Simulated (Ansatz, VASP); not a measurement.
# BaO: VASP beside Ansatz

```xyz
2
Lattice="3.8891 0.0000 0.0000 1.9445 3.3680 0.0000 1.9445 1.1227 3.1754" Properties=species:S:1:pos:R:3 pbc="T T T"
Ba    0.0000    0.0000    0.0000
O     3.8891    2.2454    1.5877
```

Alike in both runs: task relaxation of cell and atoms; functional revPBE; dispersion D3(BJ); k mesh 8 × 8 × 8; no spin polarisation.

```csv
,VASP,Ansatz
version,VASP 6.6.1,Ansatz 0.2.0
potentials or method,"VASP PAW PBE potentials, release 64 (Ba_sv, O)","plane waves, PAW"
plane-wave cutoff (eV),600,420
occupations,"gaussian, width 0.01 eV",fixed
valence electrons in the cell,16,16
```

```csv
,VASP,Ansatz,Ansatz less VASP
relaxed volume (Å³/atom),21.75,21.26,-0.482
relaxed cell length with the largest relative difference (Å),3.947,3.918,-0.0294
```

VASP's potentials were made for PBE, not for revPBE.

Spin-orbit coupling is off throughout.
